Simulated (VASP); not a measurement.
# BeS (F-43m) in VASP: G0W0 quasiparticle levels with PBE

Aim: the G0W0 quasiparticle levels of BeS with PBE.

All numbers are computed with VASP 6.6.1; they aren't measurements. Logs are shortened: lines on timing, memory, paths and dates and some standing lists are left out, and cuts for length are marked.

## 1. The cell of the first run

It takes space group F-43m (No. 216, cubic). Conventional cell: a = 4.869 Å, b = 4.869 Å, c = 4.869 Å, α = 90.00°, β = 90.00°, γ = 90.00°. Be (site symmetry -43m) has 4 S at 2.11 Å within 2.8 Å. S (site symmetry -43m) has 4 Be at 2.11 Å within 2.8 Å.

## 2. G0W0 quasiparticle levels, PBE

POSCAR reads:

```
BeS
1.0
    0.0000000000      2.4343062304      2.4343062304
    2.4343062304      0.0000000000      2.4343062304
    2.4343062304      2.4343062304      0.0000000000
Be S
1 1
Direct
    0.0000000000      0.0000000000      0.0000000000
    0.2500000000      0.2500000000      0.2500000000
```

INCAR.step1 reads:

```
SYSTEM = BeS
  PREC = Accurate
  ENCUT = 500
  EDIFF = 1E-8
  ISMEAR = 0
  SIGMA = 0.01
  LREAL = .FALSE.
  LASPH = .TRUE.
  NELM = 80
  ALGO = Normal
  LWAVE = .TRUE.
  LCHARG = .FALSE.
  GGA = PE
```

INCAR.step2 reads:

```
SYSTEM = BeS
  PREC = Accurate
  ENCUT = 500
  EDIFF = 1E-8
  ISMEAR = 0
  SIGMA = 0.01
  LREAL = .FALSE.
  LASPH = .TRUE.
  NELM = 1
  ALGO = Exact
  LWAVE = .TRUE.
  LCHARG = .FALSE.
  GGA = PE
  NBANDS = 64
  LOPTICS = .TRUE.
  ISTART = 1
```

INCAR.step3 reads:

```
SYSTEM = BeS
  PREC = Accurate
  ENCUT = 500
  EDIFF = 1E-8
  ISMEAR = 0
  SIGMA = 0.01
  LREAL = .FALSE.
  LASPH = .TRUE.
  ALGO = EVGW0
  LWAVE = .FALSE.
  LCHARG = .FALSE.
  GGA = PE
  NELMGW = 1
  NBANDS = 64
  ENCUTGW = 80.0
  NOMEGA = 48
  PRECFOCK = Fast
  ISTART = 1
  NBANDSGW = 12
```

KPOINTS reads:

```
regular mesh
0
G
  4 4 4
  0 0 0
```

Potentials or basis: VASP PAW PBE potentials, release 64 (Be_GW, S_GW).

The run is started by

```bash
$ cat potpaw_PBE.64/Be_GW/POTCAR potpaw_PBE.64/S_GW/POTCAR > POTCAR
$ cp INCAR.step1 INCAR
$ mpirun -np 1 vasp_std > vasp.out
$ cp INCAR.step2 INCAR
$ mpirun -np 1 vasp_std > vasp.out
$ cp INCAR.step3 INCAR
$ mpirun -np 1 vasp_std > vasp.out
```

OUTCAR:

```text
SYSTEM = BeS
   PREC = Accurate
   ENCUT = 500
   EDIFF = 1E-8
   ISMEAR = 0
   LREAL = .FALSE.
   LASPH = .TRUE.
   GGA = PE
   NELMGW = 1
   ENCUTGW = 80.0
   PRECFOCK = Fast
   ISTART = 1

 ion  position               nearest neighbor table
   1  0.000  0.000  0.000-   2 2.11   2 2.11   2 2.11   2 2.11
   2  0.250  0.250  0.250-   1 2.11   1 2.11   1 2.11   1 2.11

  LATTYP: Found a face centered cubic cell.
 ALAT       =     4.8686124608

  Lattice vectors:

 A1 = (   0.0000000000,   2.4343062304,   2.4343062304)
 A2 = (   2.4343062304,   0.0000000000,   2.4343062304)
 A3 = (   2.4343062304,   2.4343062304,   0.0000000000)

Analysis of symmetry for initial positions (statically):
=====================================================================
 Subroutine PRICEL returns:
 Original cell was already a primitive cell.

 Routine SETGRP: Setting up the symmetry group for a
 face centered cubic supercell.

 Subroutine GETGRP returns: Found 24 space group operations
 (whereof 24 operations were pure point group operations)
 out of a pool of 48 trial point group operations.

The static configuration has the point symmetry T_d .

Analysis of symmetry for dynamics (positions and initial velocities):
=====================================================================
 Subroutine PRICEL returns:
 Original cell was already a primitive cell.

 Routine SETGRP: Setting up the symmetry group for a
 face centered cubic supercell.

 Subroutine GETGRP returns: Found 24 space group operations
 (whereof 24 operations were pure point group operations)
 out of a pool of 48 trial point group operations.

The dynamic configuration has the point symmetry T_d .

 Subroutine INISYM returns: Found 24 space group operations
 (whereof 24 operations are pure point group operations),
 and found     1 'primitive' translations

----------------------------------------------------------------------------------------

                                     Primitive cell

  volume of cell :      28.8507

  direct lattice vectors                    reciprocal lattice vectors
     0.000000000  2.434306230  2.434306230    -0.205397330  0.205397330  0.205397330
     2.434306230  0.000000000  2.434306230     0.205397330 -0.205397330  0.205397330
     2.434306230  2.434306230  0.000000000     0.205397330  0.205397330 -0.205397330

  length of vectors
     3.442628886  3.442628886  3.442628886     0.355758611  0.355758611  0.355758611

  position of ions in fractional coordinates (direct lattice)
     0.000000000  0.000000000  0.000000000
     0.250000000  0.250000000  0.250000000

  ion indices of the primitive-cell ions
   primitive index   ion index
                 1           1
                 2           2

----------------------------------------------------------------------------------------

 KPOINTS: regular mesh

Automatic generation of k-mesh.
 Grid dimensions read from file:
 generate k-points for:    4    4    4

 Generating k-lattice:

  Cartesian coordinates                     Fractional coordinates (reciprocal lattice)
    -0.051349332  0.051349332  0.051349332     0.250000000  0.000000000  0.000000000
     0.051349332 -0.051349332  0.051349332     0.000000000  0.250000000  0.000000000
     0.051349332  0.051349332 -0.051349332     0.000000000  0.000000000  0.250000000

  Length of vectors
     0.088939653  0.088939653  0.088939653

  Shift w.r.t. Gamma in fractional coordinates (k-lattice)
     0.000000000  0.000000000  0.000000000

 Subroutine IBZKPT returns following result:
 ===========================================

 Found      8 irreducible k-points:

 Following reciprocal coordinates:
            Coordinates               Weight
  0.000000  0.000000  0.000000      1.000000
  0.250000  0.000000  0.000000      8.000000
  0.500000  0.000000  0.000000      4.000000
  0.250000  0.250000  0.000000      6.000000
  0.500000  0.250000  0.000000     24.000000
 -0.250000  0.250000  0.000000     12.000000
  0.500000  0.500000  0.000000      3.000000
 -0.250000  0.500000  0.250000      6.000000
   k-points           NKPTS =      8   k-points in BZ     NKDIM =     64   number of bands    NBANDS=     64
   number of dos      NEDOS =    301   number of ions     NIONS =      2
   total plane-waves  NPLWV =  21952
   dimension x,y,z NGX =    28 NGY =   28 NGZ =   28
   dimension x,y,z NGXF=    56 NGYF=   56 NGZF=   56
   ions per type =               1   1
   NGX,Y,Z   is equivalent  to a cutoff of  13.52, 13.52, 13.52 a.u.
   NGXF,Y,Z  is equivalent  to a cutoff of  27.04, 27.04, 27.04 a.u.
 SYSTEM =  BeS
   PREC   = accura    normal or accurate (medium, high low for compatibility)
   ISTART =      1    job   : 0-new  1-cont  2-samecut
   ICHARG =      0    charge: 1-file 2-atom 10-const
   ISPIN  =      1    spin polarized calculation?
   LNONCOLLINEAR =      F non collinear calculations
   LSORBIT =      F    spin-orbit coupling
   LASPH  =      T    aspherical Exc in radial PAW
   ENCUT  =  500.0 eV  36.75 Ry    6.06 a.u.   6.28  6.28  6.28*2*pi/ulx,y,z
   NELM   =     60;   NELMIN=  2; NELMDL=  0     # of ELM steps
   EDIFF  = 0.1E-07   stopping-criterion for ELM
   LREAL  =      F    real-space projection
   EDIFFG = 0.1E-06   stopping-criterion for IOM
   NSW    =      0    number of steps for IOM
   IBRION =     -1    ionic relax: 0-MD 1-quasi-New 2-CG
   NFREE  =      0    steps in history (QN), initial steepest desc. (CG)
   ISIF   =      0    stress and relaxation
   ISYM   =      3    0-nonsym 1-usesym 2-fastsym
   POTIM  = 0.5000    time-step for ionic-motion
   TEBEG  =    0.0;   TEEND  =   0.0 temperature during run
   PSTRESS=    0.0 pullay stress
   NELECT =       8.0000    total number of electrons
   NUPDOWN=      -1.0000    fix difference up-down
   EMIN   =  10.00;   EMAX   =-10.00  energy-range for DOS
   EFERMI =   0.00;   METHOD = LEGACY
   ISMEAR =     0;   SIGMA  =   0.01  broadening in eV -4-tet -1-fermi 0-gaus
   EFERMI_NEDOS =   21; number of points for ismear=-14 and -15
   IALGO  =     38    algorithm
   IMIX   =      4    mixing-type and parameters
     AMIX     =   0.40;   BMIX     =  1.00
     AMIX_MAG =   1.60;   BMIX_MAG =  1.00
  volume/ion in A,a.u.               =      14.43        97.35
  Fermi-wavevector in a.u.,A,eV,Ry     =   1.067545  2.017368 15.505918  1.139653
  Thomas-Fermi vector in A             =   2.203165
   LORBIT       =      0    0 simple, 1 ext, 2 COOP (PROOUT), +10 PAW based schemes
   GGA     = PE    functional components
   LHFCALC =     T    Hartree Fock is set to
   PRECFOCK=fast      Normal, Fast or Accurate (Low or Medium for compatibility)
   ENCUT4O =  -1.0   cutoff for four orbital integrals eV
   NKREDX  =     1    reduce k-point grid by
   NKREDY  =     1    reduce k-point grid by
   NKREDZ  =     1    reduce k-point grid by
   AEXX    =    1.0000 exact exchange contribution
   HFSCREEN=    0.0000 screening length (either q_TF or 0.3 A-1)
   HFSCREENC=   0.0000 screening length for correlation (either q_TF or 0.3 A-1)
   ENCUTFOCK=  -1.0 apply spherical cutoff to Coloumb kernel
   IVDW    =     0    specifies the selected vdW correction
   LEPSILON=     F    determine dielectric tensor
   LRPA    =     F    only Hartree local field effects (RPA)
   LRPAFORCE           =     F    calculate RPA forces
   ENCUTGW             =  80.0    cutoff for response function in eV
   ENCUTGWSOFT         =  64.0    soft cutoff for Coulomb kernel in GW response function in eV
   ENCUTLF             =  -1.0    cutoff for local field effects
   NELMGW              =     1    number of iterations in solving QP/BSE equation
   NELMHF              =     1    number of iterations in the inner HF iteration
   NKREDLFX            =     1    NKREDLFY  =   1   NKREDLFZ  =   1
 non-spin polarized calculation
 Gauss-broadening in eV      SIGMA  =   0.01
  energy-cutoff  :      500.00
  volume of cell :       28.85
 maximum number of plane-waves:       754
 NGX is ok and might be reduce to    28
  NGX = 14; NGY = 14; NGZ = 14
   NGX = 13   NGY = 13   NGZ = 13
 maximum number of plane-waves:        59
 NGX is ok and might be reduce to    10

 QP shifts <psi_nk| G(iteration)W_0 |psi_nk>: iteration 1
 for sc-GW calculations column KS-energies equals QP-energies in previous step
 and V_xc(KS)=  KS-energies - (<T + V_ion + V_H > + <T+V_H+V_ion>^1  + <V_x>^1)

 k-point   1 :       0.0000    0.0000    0.0000
  band No.  KS-energies  QP-energies   sigma(KS)   V_xc(KS)     V^pw_x(r,r')   Z            occupation Imag(sigma)

      1      -9.9238     -10.7073     -13.8204     -12.7969     -21.3167       0.7656       2.0000       1.5958
      2       3.6985       3.0335     -14.5465     -13.7029     -16.6002       0.7884       2.0000       0.0697
      3       3.6985       3.0335     -14.5465     -13.7029     -16.6002       0.7884       2.0000       0.0697
      4       3.6985       3.0335     -14.5465     -13.7029     -16.6002       0.7884       2.0000       0.0697
      5       9.3382      10.1862      -9.4517     -10.5184      -5.2071       0.7949       0.0000      -0.0896
      6       9.3382      10.1862      -9.4517     -10.5184      -5.2071       0.7949       0.0000      -0.0896
      7       9.3382      10.1862      -9.4517     -10.5184      -5.2071       0.7949       0.0000      -0.0896
      8       9.4800      10.0923      -9.6466     -10.4162      -5.2385       0.7955       0.0000      -0.0991
      9      16.3137      17.3192     -10.1288     -11.4347      -4.9428       0.7700       0.0000      -0.2088
     10      16.3137      17.3192     -10.1288     -11.4347      -4.9428       0.7700       0.0000      -0.2088
     11      18.4840      18.5737      -8.4064      -8.5247      -2.3184       0.7581       0.0000      -0.4789
     12      20.1712      20.4124      -8.3652      -8.6744      -2.2504       0.7803       0.0000      -0.5685

 k-point   2 :       0.2500    0.0000    0.0000
  band No.  KS-energies  QP-energies   sigma(KS)   V_xc(KS)     V^pw_x(r,r')   Z            occupation Imag(sigma)

      1      -9.2680      -9.9251     -13.9372     -13.0514     -21.3133       0.7418       2.0000       1.4192
      2       0.4246      -0.5237     -13.3979     -12.1613     -16.1664       0.7669       2.0000       0.1091
      3       3.1096       2.3949     -14.2663     -13.3566     -16.4114       0.7857       2.0000       0.0742
      4       3.1096       2.3949     -14.2663     -13.3566     -16.4114       0.7857       2.0000       0.0742
      5       9.1953       9.8911      -9.5536     -10.4274      -5.3194       0.7964       0.0000      -0.0915
      6      10.2269      11.0940      -9.5975     -10.6956      -5.1745       0.7896       0.0000      -0.0995
      7      10.2269      11.0940      -9.5975     -10.6956      -5.1745       0.7896       0.0000      -0.0995
      8      12.8662      13.6706     -10.2636     -11.3077      -5.2947       0.7704       0.0000      -0.1461
      9      15.4468      16.2662      -9.6373     -10.6949      -4.5182       0.7748       0.0000      -0.2061
     10      15.4468      16.2662      -9.6373     -10.6949      -4.5182       0.7748       0.0000      -0.2061
     11      17.8989      18.0618      -8.1477      -8.3595      -2.2990       0.7692       0.0000      -0.4215
     12      21.0833      21.4409      -8.5789      -9.0426      -2.2906       0.7712       0.0000      -0.7068
[... 68 lines left out ...]
      1      -7.8089      -8.2637     -14.4943     -13.8611     -21.5267       0.7183       2.0000       1.0724
      2      -1.2728      -2.3942     -13.1886     -11.6819     -16.6217       0.7443       2.0000       0.1576
      3       1.0896       0.1838     -13.6331     -12.4587     -16.2827       0.7713       2.0000       0.0984
      4       1.0896       0.1838     -13.6331     -12.4587     -16.2827       0.7713       2.0000       0.0984
      5       6.8184       7.2234      -8.6246      -9.1218      -4.8084       0.8145       0.0000      -0.0803
      6       8.5950       9.1811      -9.2156      -9.9441      -5.1839       0.8045       0.0000      -0.0856
      7      16.3202      17.3634     -10.3790     -11.7918      -4.2895       0.7384       0.0000      -0.3034
      8      16.3202      17.3634     -10.3790     -11.7918      -4.2895       0.7384       0.0000      -0.3034
      9      19.0880      19.8237     -10.7432     -11.7307      -4.4770       0.7450       0.0000      -0.5128
     10      19.6642      20.8770     -10.8460     -12.4386      -4.8661       0.7615       0.0000      -0.4385
     11      20.2965      21.1486     -10.5231     -11.6317      -4.4480       0.7686       0.0000      -0.6135
     12      20.2965      21.1486     -10.5231     -11.6317      -4.4480       0.7686       0.0000      -0.6135

 k-point   8 :      -0.2500    0.5000    0.2500
  band No.  KS-energies  QP-energies   sigma(KS)   V_xc(KS)     V^pw_x(r,r')   Z            occupation Imag(sigma)

      1      -7.7559      -8.2147     -14.5682     -13.9285     -21.5811       0.7171       2.0000       1.0595
      2      -0.5221      -1.5993     -13.4236     -11.9915     -16.6418       0.7522       2.0000       0.1357
      3      -0.1174      -1.1240     -13.1204     -11.8017     -15.9977       0.7633       2.0000       0.1178
      4       0.3978      -0.5407     -12.9458     -11.7282     -15.5647       0.7707       2.0000       0.1027
      5      10.1403      10.7301      -9.7699     -10.5107      -5.6277       0.7962       0.0000      -0.0963
      6      11.7545      12.4738      -9.1859     -10.0920      -4.6353       0.7938       0.0000      -0.1131
      7      12.0695      12.8326      -9.2379     -10.2212      -4.1861       0.7760       0.0000      -0.1374
      8      12.4441      13.4063     -10.5538     -11.8058      -5.6127       0.7685       0.0000      -0.1391
      9      17.8162      18.9354     -10.4235     -11.9142      -4.5042       0.7508       0.0000      -0.3548
     10      17.9928      18.7726     -10.4409     -11.4961      -4.1889       0.7391       0.0000      -0.4402
     11      20.4504      21.5495     -10.3617     -11.8088      -4.0217       0.7595       0.0000      -0.5703
     12      22.0868      22.6952      -9.7818     -10.5489      -3.4749       0.7932       0.0000      -0.8577
```

Run time: 38 s. Hardware: 1 thread of Intel Xeon Platinum 8259CL at 2.50GHz (Skylake/Cascade Lake), shared host; peak memory 0.25 GiB.

What came out:

```
Band gap on the k mesh, mean-field level : 3.12 eV, indirect (least direct gap 5.64 eV)
Quasiparticle gap                        : 4.19 eV
Least direct quasiparticle gap           : 7.04 eV
```

Caveat: the k points lie up to 0.56 Å⁻¹ apart; bands, screening cutoff and mesh are small and nothing is extrapolated, so the quasiparticle values aren't converged. A k mesh can miss the band edges.
